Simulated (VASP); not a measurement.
# Ta4N3 (P4mm) in VASP: single point with PBEsol

Aim: the single point of Ta4N3 with PBEsol.

Everything below comes from runs of VASP 6.6.1. Logs are shortened: lines on timing, memory, paths and dates and some standing lists are left out, and cuts for length are marked.

### 1 The cell of the first run

Symmetry: P4mm, No. 99, tetragonal system. Conventional cell: a = 4.357 Å, b = 4.357 Å, c = 8.395 Å, α = 90.00°, β = 90.00°, γ = 90.00°. Within 2.8 Å of Ta (site symmetry 2mm) lie 4 N at 2.14 to 2.18 Å. Within 2.6 Å of Ta (site symmetry 2mm) lie 4 N at 1.99 to 2.18 Å. Ta (site symmetry 4mm) has 5 N at 2.18 to 2.23 Å and 4 Ta at 2.89 Å within 2.9 Å. Ta (site symmetry 4mm) has 5 N at 2.18 to 2.23 Å and 12 Ta at 2.99 to 3.12 Å within 3.2 Å. Ta (site symmetry 4mm) has 5 N at 2.08 to 2.18 Å within 2.8 Å. Within 3.2 Å of Ta (site symmetry 4mm) lie 5 N at 2.18 to 2.23 Å and 12 Ta at 2.99 to 3.12 Å. Within 2.8 Å of N (site symmetry 2mm) lie 6 Ta at 2.14 to 2.18 Å. Within 2.6 Å of N (site symmetry 2mm) lie 6 Ta at 1.99 to 2.18 Å.

### 2 Single point, PBEsol (the distance across one plane changed)

The input, INCAR:

```
SYSTEM = Ta4N3
PREC = Accurate
ENCUT = 520
EDIFF = 1E-7
ISMEAR = 0
SIGMA = 0.15
LREAL = .False.
LASPH = .True.
NELM = 100
ALGO = Normal
ISIF = 2
LWAVE = .False.
LCHARG = .True.
GGA = PS
LELF = .True.
LVHAR = .True.
NBANDS = 72
```

The input, KPOINTS:

```
Automatic mesh
0
Gamma
  9 9 5
  0 0 0
```

The input, POSCAR:

```
Ta4N3
1.0
   -4.3571443853      0.0000000000      0.0000000000
    0.0000000000     -4.3571443853      0.0000000000
    0.0000000000      0.0000000000      8.3953519637
Ta N
8 6
Direct
    0.5000000000      0.0000000000      0.6306704114
    0.0000000000      0.5000000000      0.1217368967
    0.0000000000      0.0000000000      0.8960830506
    0.5000000000      0.5000000000      0.3871495359
    0.5000000000      0.0000000000      0.1217368967
    0.0000000000      0.5000000000      0.6306704114
    0.5000000000      0.5000000000      0.8741912869
    1.0000000000      1.0000000000      0.3652577722
    0.5000000000      1.0000000000      0.3762036541
    0.0000000000      0.5000000000      0.8851371687
    0.0000000000      0.0000000000      0.6306704114
    0.5000000000      0.5000000000      0.1217368967
    1.0000000000      0.5000000000      0.3762036541
    0.5000000000      0.0000000000      0.8851371687
```

Potentials or basis: VASP PAW PBE potentials, release 64 (Ta_pv, N).

On the command line:

```bash
$ cat potpaw_PBE.64/Ta_pv/POTCAR potpaw_PBE.64/N/POTCAR > POTCAR
$ mpirun -np 1 vasp_std > vasp.out
```

OUTCAR:

```text
SYSTEM = Ta4N3
   PREC = Accurate
   ENCUT = 520
   EDIFF = 1E-7
   ISMEAR = 0
   LREAL = .False.
   LASPH = .True.
   NELM = 100
   ISIF = 2
   GGA = PS

 ion  position               nearest neighbor table
   1  0.500  0.000  0.631-   9 2.14  14 2.14  11 2.18  11 2.18   4 2.99   4 2.99   7 2.99   7 2.99
                             6 3.08   6 3.08   6 3.08   6 3.08   8 3.12   8 3.12   3 3.12   3 3.12
   2  0.000  0.500  0.122-  10 1.99  13 2.14  12 2.18  12 2.18   3 2.89   3 2.89   8 2.99   8 2.99
                             7 3.01   7 3.01   5 3.08   5 3.08   5 3.08   5 3.08   4 3.12   4 3.12
   3  0.000  0.000  0.896-  10 2.18  14 2.18  10 2.18  14 2.18  11 2.23   2 2.89   5 2.89   5 2.89
                             2 2.89   7 3.09   7 3.09   7 3.09   7 3.09   6 3.12   6 3.12   1 3.12
   4  0.500  0.500  0.387-   9 2.18  13 2.18   9 2.18  13 2.18  12 2.23   1 2.99   6 2.99   6 2.99
                             1 2.99   8 3.09   8 3.09   8 3.09   8 3.09   5 3.12   2 3.12   5 3.12
   5  0.500  0.000  0.122-  14 1.99   9 2.14  12 2.18  12 2.18   3 2.89   3 2.89   8 2.99   8 2.99
                             7 3.01   7 3.01   2 3.08   2 3.08   2 3.08   2 3.08   4 3.12   4 3.12
   6  0.000  0.500  0.631-  13 2.14  10 2.14  11 2.18  11 2.18   4 2.99   4 2.99   7 2.99   7 2.99
                             1 3.08   1 3.08   1 3.08   1 3.08   8 3.12   8 3.12   3 3.12   3 3.12
   7  0.500  0.500  0.874-  12 2.08  10 2.18  14 2.18  14 2.18  10 2.18   1 2.99   6 2.99   6 2.99
                             1 2.99   5 3.01   2 3.01   2 3.01   5 3.01   3 3.09   3 3.09   3 3.09
   8  0.000  0.000  0.365-   9 2.18  13 2.18  13 2.18   9 2.18  11 2.23   2 2.99   5 2.99   5 2.99
                             2 2.99   4 3.09   4 3.09   4 3.09   4 3.09   1 3.12   6 3.12   6 3.12
   9  0.500  0.000  0.376-   1 2.14   5 2.14   4 2.18   4 2.18   8 2.18   8 2.18
  10  0.000  0.500  0.885-   2 1.99   6 2.14   7 2.18   7 2.18   3 2.18   3 2.18
  11  0.000  0.000  0.631-   1 2.18   6 2.18   6 2.18   1 2.18   8 2.23   3 2.23
  12  0.500  0.500  0.122-   7 2.08   5 2.18   2 2.18   5 2.18   2 2.18   4 2.23
  13  0.000  0.500  0.376-   6 2.14   2 2.14   4 2.18   4 2.18   8 2.18   8 2.18
  14  0.500  0.000  0.885-   5 1.99   1 2.14   7 2.18   7 2.18   3 2.18   3 2.18

  LATTYP: Found a simple tetragonal cell.
 ALAT       =     4.3571443853
 C/A-ratio  =     1.9268014143

  Lattice vectors:

 A1 = (  -4.3571443853,   0.0000000000,   0.0000000000)
 A2 = (   0.0000000000,  -4.3571443853,   0.0000000000)
 A3 = (   0.0000000000,   0.0000000000,   8.3953519637)

Analysis of symmetry for initial positions (statically):
=====================================================================
 Subroutine PRICEL returns:
 Original cell was already a primitive cell.

 Routine SETGRP: Setting up the symmetry group for a
 simple tetragonal supercell.

 Subroutine GETGRP returns: Found  8 space group operations
 (whereof  8 operations were pure point group operations)
 out of a pool of 16 trial point group operations.

The static configuration has the point symmetry C_4v.

Analysis of symmetry for dynamics (positions and initial velocities):
=====================================================================
 Subroutine PRICEL returns:
 Original cell was already a primitive cell.

 Routine SETGRP: Setting up the symmetry group for a
 simple tetragonal supercell.

 Subroutine GETGRP returns: Found  8 space group operations
 (whereof  8 operations were pure point group operations)
 out of a pool of 16 trial point group operations.

The dynamic configuration has the point symmetry C_4v.

 Subroutine INISYM returns: Found  8 space group operations
 (whereof  8 operations are pure point group operations),
 and found     1 'primitive' translations

----------------------------------------------------------------------------------------

                                     Primitive cell

  volume of cell :     159.3833

  direct lattice vectors                    reciprocal lattice vectors
    -4.357144385  0.000000000  0.000000000    -0.229508116  0.000000000  0.000000000
     0.000000000 -4.357144385  0.000000000     0.000000000 -0.229508116  0.000000000
     0.000000000  0.000000000  8.395351964     0.000000000  0.000000000  0.119113529

  length of vectors
     4.357144385  4.357144385  8.395351964     0.229508116  0.229508116  0.119113529

  position of ions in fractional coordinates (direct lattice)
     0.500000000  0.000000000  0.630670411
     0.000000000  0.500000000  0.121736897
     0.000000000  0.000000000  0.896083051
     0.500000000  0.500000000  0.387149536
     0.500000000  0.000000000  0.121736897
     0.000000000  0.500000000  0.630670411
     0.500000000  0.500000000  0.874191287
     0.000000000  0.000000000  0.365257772
     0.500000000  0.000000000  0.376203654
[... 50 lines left out ...]
            Coordinates               Weight
  0.000000  0.000000  0.000000      1.000000
  0.111111  0.000000  0.000000      4.000000
  0.222222  0.000000  0.000000      4.000000
  0.333333  0.000000  0.000000      4.000000
  0.444444  0.000000  0.000000      4.000000
  0.111111  0.111111  0.000000      4.000000
[... 16 lines left out ...]
  0.333333  0.111111  0.200000     16.000000
  0.444444  0.111111  0.200000     16.000000
 [... further k-points ...]
   k-points           NKPTS =     45   k-points in BZ     NKDIM =     45   number of bands    NBANDS=     72
   number of dos      NEDOS =    301   number of ions     NIONS =     14
   total plane-waves  NPLWV =  65536
   dimension x,y,z NGX =    32 NGY =   32 NGZ =   64
   dimension x,y,z NGXF=    64 NGYF=   64 NGZF=  128
   ions per type =               8   6
   NGX,Y,Z   is equivalent  to a cutoff of  12.21, 12.21, 12.67 a.u.
   NGXF,Y,Z  is equivalent  to a cutoff of  24.42, 24.42, 25.35 a.u.
 SYSTEM =  Ta4N3
   PREC   = accura    normal or accurate (medium, high low for compatibility)
   ISTART =      0    job   : 0-new  1-cont  2-samecut
   ICHARG =      2    charge: 1-file 2-atom 10-const
   ISPIN  =      1    spin polarized calculation?
   LNONCOLLINEAR =      F non collinear calculations
   LSORBIT =      F    spin-orbit coupling
   LASPH  =      T    aspherical Exc in radial PAW
   ENCUT  =  520.0 eV  38.22 Ry    6.18 a.u.   8.10  8.10 15.61*2*pi/ulx,y,z
   NELM   =    100;   NELMIN=  2; NELMDL= -5     # of ELM steps
   EDIFF  = 0.1E-06   stopping-criterion for ELM
   LREAL  =      F    real-space projection
   EDIFFG = 0.1E-05   stopping-criterion for IOM
   NSW    =      0    number of steps for IOM
   IBRION =     -1    ionic relax: 0-MD 1-quasi-New 2-CG
   NFREE  =      0    steps in history (QN), initial steepest desc. (CG)
   ISIF   =      2    stress and relaxation
   ISYM   =      2    0-nonsym 1-usesym 2-fastsym
   POTIM  = 0.5000    time-step for ionic-motion
   TEBEG  =    0.0;   TEEND  =   0.0 temperature during run
   PSTRESS=    0.0 pullay stress
   NELECT =     118.0000    total number of electrons
   NUPDOWN=      -1.0000    fix difference up-down
   EMIN   =  10.00;   EMAX   =-10.00  energy-range for DOS
   EFERMI =   0.00;   METHOD = LEGACY
   ISMEAR =     0;   SIGMA  =   0.15  broadening in eV -4-tet -1-fermi 0-gaus
   EFERMI_NEDOS =   21; number of points for ismear=-14 and -15
   IALGO  =     38    algorithm
   IMIX   =      4    mixing-type and parameters
     AMIX     =   0.40;   BMIX     =  1.00
     AMIX_MAG =   1.60;   BMIX_MAG =  1.00
  volume/ion in A,a.u.               =      11.38        76.83
  Fermi-wavevector in a.u.,A,eV,Ry     =   1.480998  2.798681 29.842420  2.193356
  Thomas-Fermi vector in A             =   2.594963
   LORBIT       =      0    0 simple, 1 ext, 2 COOP (PROOUT), +10 PAW based schemes
   GGA     = PS    functional components
   LHFCALC =     F    Hartree Fock is set to
   AEXX    =    0.0000 exact exchange contribution
   IVDW    =     0    specifies the selected vdW correction
   LEPSILON=     F    determine dielectric tensor
   LRPA    =     F    only Hartree local field effects (RPA)
 non-spin polarized calculation
 Gauss-broadening in eV      SIGMA  =   0.15
  energy-cutoff  :      520.00
  volume of cell :      159.38
 maximum number of plane-waves:      4336
   NGX = 17   NGY = 17   NGZ = 31

 number of electron     118.0000038 magnetization

 Free energy of the ion-electron system (eV)
  ---------------------------------------------------
  ext. energy  EPLUGINS =         0.00000000
  ---------------------------------------------------
  free energy    TOTEN  =      -166.80884878 eV

  energy without entropy =     -166.75736448  energy(sigma->0) =     -166.78310663

 E-fermi :   8.4537     XC(G=0): -13.5310

 val. band max:        8.4484064464   @ k =   0.1111   0.0000   0.4000
 cond. band min:       8.4757272328   @ k =   0.4444   0.1111   0.2000
 fundamental gap:      0.0273207864
 Fermi energy:         8.4537299386

 k-point     1 :       0.0000    0.0000    0.0000
  band No.  band energies     occupation
      1     -27.3823      2.00000
      2     -27.3823      2.00000
      3     -27.2802      2.00000
      4     -27.2802      2.00000
      5     -27.1902      2.00000
      6     -26.9227      2.00000
[... 1765 lines left out ...]
     70      11.1435      0.00000
     71      11.2245      0.00000

 [... further k-points ...]

 [bands above 71 left out]

------------------------ aborting loop because EDIFF is reached ----------------------------------------

  FORCE on cell =-STRESS in cart. coord.  units (eV):
  Direction    XX          YY          ZZ          XY          YZ          ZX
  --------------------------------------------------------------------------------------
  -------------------------------------------------------------------------------------
  Total        3.9843911      3.9843911     17.1179331      0.0000000     -0.0000000      0.0000000
  in kB       40.0525100     40.0525100    172.0755223      0.0000000     -0.0000000      0.0000000
  external PRESSURE =      84.0601808 kB  Pullay stress =       0.0000000 kB

 VOLUME and BASIS-vectors are now :
 -----------------------------------------------------------------------------
  energy-cutoff  :      520.00
  volume of cell :      159.38
      direct lattice vectors                 reciprocal lattice vectors
    -4.357144385  0.000000000  0.000000000    -0.229508116  0.000000000  0.000000000
     0.000000000 -4.357144385  0.000000000     0.000000000 -0.229508116  0.000000000
     0.000000000  0.000000000  8.395351964     0.000000000  0.000000000  0.119113529

 POSITION                                       TOTAL-FORCE (eV/Angst)
 -----------------------------------------------------------------------------------
     -2.17857      0.00000      5.29470        -0.000000     -0.000000     -0.038635
      0.00000     -2.17857      1.02202        -0.000000      0.000000      2.341022
      0.00000      0.00000      7.52293        -0.000000      0.000000     -1.013445
     -2.17857     -2.17857      3.25026        -0.000000      0.000000      0.234570
     -2.17857      0.00000      1.02202        -0.000000     -0.000000      2.341022
      0.00000     -2.17857      5.29470        -0.000000     -0.000000     -0.038635
     -2.17857     -2.17857      7.33914         0.000000     -0.000000     -1.698195
      0.00000      0.00000      3.06647        -0.000000     -0.000000      0.194597
     -2.17857      0.00000      3.15836        -0.000000     -0.000000      0.312025
      0.00000     -2.17857      7.43104        -0.000000      0.000000     -2.144180
      0.00000      0.00000      5.29470        -0.000000     -0.000000     -0.049533
     -2.17857     -2.17857      1.02202        -0.000000     -0.000000      1.391542
      0.00000     -2.17857      3.15836        -0.000000      0.000000      0.312025
     -2.17857      0.00000      7.43104        -0.000000      0.000000     -2.144180
 -----------------------------------------------------------------------------------
    total drift:                               -0.000000      0.000000      0.000025

  FREE ENERGIE OF THE ION-ELECTRON SYSTEM (eV)
  ---------------------------------------------------
  free  energy   TOTEN  =      -166.8088487827 eV

  energy  without entropy=     -166.7573644773  energy(sigma->0) =     -166.78310663
```

Run time: 8.2 min. Hardware: 1 thread of AMD EPYC 9R45 (Zen 5), shared host; peak memory 0.45 GiB.

Results:

```
Free energy            : -166.8088 eV
Pressure               : 8.4 GPa
Largest force          : 2.341 eV/Å
Band gap on the k mesh : zero (bands 59 and 60 overlap by 2.35 eV)
```

Forces on the atoms (eV/Å):
```
Ta   0.000  0.000 -0.039
Ta   0.000  0.000  2.341
Ta   0.000  0.000 -1.013
Ta   0.000  0.000  0.235
Ta   0.000  0.000  2.341
Ta   0.000  0.000 -0.039
Ta   0.000  0.000 -1.698
Ta   0.000  0.000  0.195
N    0.000  0.000  0.312
N    0.000  0.000 -2.144
N    0.000  0.000 -0.050
N    0.000  0.000  1.392
N    0.000  0.000  0.312
N    0.000  0.000 -2.144
```

Caveat: the cell differs from its parent crystal (the distance across one plane changed); the stress differs along the axes, from 4 to 17 GPa; the PAW data sets were made with another functional, which shifts forces and pressure a little; spin-orbit coupling is left out, which moves the levels of the heavy elements.

The gap in the log of VASP goes by the Fermi energy; the results here count the filled bands.